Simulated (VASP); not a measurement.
Set up this calculation in VASP 6.6.1, as the native input.

```
Task                   : single point
Functional             : PBE
Potentials or basis    : VASP PAW PBE potentials, release 64 (Ba_sv, Ti_sv, O_h)
Cutoff                 : 1340 eV
k mesh                 : 6 × 6 × 6
Occupations            : gaussian, width 0.05 eV
Spin                   : no spin polarisation
Dipole correction      : no
Further INCAR settings : ALGO = Normal; EDIFF = 1e-06; NBANDS = 28
```

The structure of BaTiO3 lies in POSCAR:

```
BaTiO3
1.0
    2.6912864496      1.6529946342      2.3563003940
   -2.6912864496      1.6529946342      2.3563003940
    0.0000000000     -3.3059892684      2.3563003940
Ba Ti O
1 1 3
Direct
    0.0049545205      0.0049545205      0.0049545205
    0.5191875227      0.5191875227      0.5191875227
    0.4883938465      0.4883938465      0.9777702638
    0.4883938465      0.9777702638      0.4883938465
    0.9777702638      0.4883938465      0.4883938465
```

This cell differs from its parent crystal: strain -0.0600 x Voigt [1, 0, 0, 0, 0, 0].

These files were run (other wordings do the same):

INCAR

```
SYSTEM = BaTiO3
PREC = Accurate
ENCUT = 1340
EDIFF = 1E-6
ISMEAR = 0
SIGMA = 0.05
LREAL = .False.
LASPH = .True.
NELM = 120
ALGO = Normal
ISIF = 2
LWAVE = .False.
LCHARG = .False.
GGA = PE
NBANDS = 28
GGA_COMPAT = .False.
```

KPOINTS

```
Automatic mesh
0
Gamma
  6 6 6
  0 0 0
```

Potentials or basis: VASP PAW PBE potentials, release 64 (Ba_sv, Ti_sv, O_h).

Launch:

```console
$ cat potpaw_PBE.64/Ba_sv/POTCAR potpaw_PBE.64/Ti_sv/POTCAR potpaw_PBE.64/O_h/POTCAR > POTCAR
$ mpirun -np 1 vasp_std > vasp.out
```

It gave:

| Quantity | Value |
| --- | --- |
| Pressure | 13.5 GPa |
| Largest force | 0.920 eV/Å |
| Band gap on the k mesh | 2.60 eV (least direct gap 2.96 eV) |

Caveat: the cell differs from its parent crystal (strain -0.0600 x Voigt [1, 0, 0, 0, 0, 0]); the stress differs along the axes, from 8 to 24 GPa; spin-orbit coupling is left out, which moves the levels of the heavy elements.

Wall time 5.4 min on 1 thread of Intel(R) Xeon(R) Platinum 8559C (Emerald Rapids), on a shared host, peak memory 0.66 GiB.
